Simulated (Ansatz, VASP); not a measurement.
This is a calculation of HgTe for VASP 6.6.1.

The input INCAR:

```
SYSTEM = HgTe
PREC = Accurate
ENCUT = 520
EDIFF = 1E-6
ISMEAR = 0
SIGMA = 0.020999999999999998
LREAL = .FALSE.
LASPH = .TRUE.
NELM = 60
ALGO = Normal
ISIF = 2
LWAVE = .FALSE.
LCHARG = .TRUE.
GGA = PE
LELF = .TRUE.
LVHAR = .TRUE.
NBANDS = 16
```

The input KPOINTS:

```
regular mesh
0
G
  7 7 7
  0 0 0
```

POSCAR

```
HgTe
1.0
    0.0000000000      3.1800000000      3.1800000000
    3.1800000000      0.0000000000      3.1800000000
    3.1800000000      3.1800000000      0.0000000000
Hg Te
1 1
Direct
    0.0000000000      0.0000000000      0.0000000000
    0.5000000000      0.5000000000      0.5000000000
```

Potentials or basis: VASP PAW PBE potentials, release 64 (Hg, Te).

Launch:

```console
$ cat potpaw_PBE.64/Hg/POTCAR potpaw_PBE.64/Te/POTCAR > POTCAR
$ mpirun -np 1 vasp_std > vasp.out
```

Q: Translate it to Ansatz 0.2.0. Potentials there: Ansatz PAW.

A: As run (the cutoff follows the program's own potentials):

Contents of input.yaml:

```yaml
crystal:
  lattice:
    - [0.0, 3.18, 3.18]
    - [3.18, 0.0, 3.18]
    - [3.18, 3.18, 0.0]
  atoms:
    - { symbol: Hg, position: [0.0, 0.0, 0.0] }
    - { symbol: Te, position: [0.5, 0.5, 0.5] }
hamiltonian:
  xc: pbe
  pseudopotentials: { kind: paw }
kpoints:
  mp_grid: { grid: [7, 7, 7] }
scf:
  occupations: { method: gaussian, width: 0.021 }
output:
  forces: true
  stress: true
  eigenvalues: true
```

Potentials or basis: Ansatz PAW.

Run with:

```console
$ ansatz run input.yaml --threads 2 --pin off --max-ram 5632MiB --backend cpu --events-out ev --progress --plain --runs-dir out
```

Both were run:

|  | VASP | Ansatz | Ansatz less VASP |
| --- | --- | --- | --- |
| gap on the k mesh at the Fermi level (eV) | none | none | - |
| pressure (GPa) | -3.7 | -3.8 | -0.06 |

A gap of «none» marks a metal or a gap that the smearing closes. With one functional, cell and mesh, what is left measures potentials, basis and numerics. VASP's potentials hold 18 valence electrons a cell and Ansatz's 36, so a difference there can come from the potentials and not from the codes.

Spin-orbit coupling is off throughout.
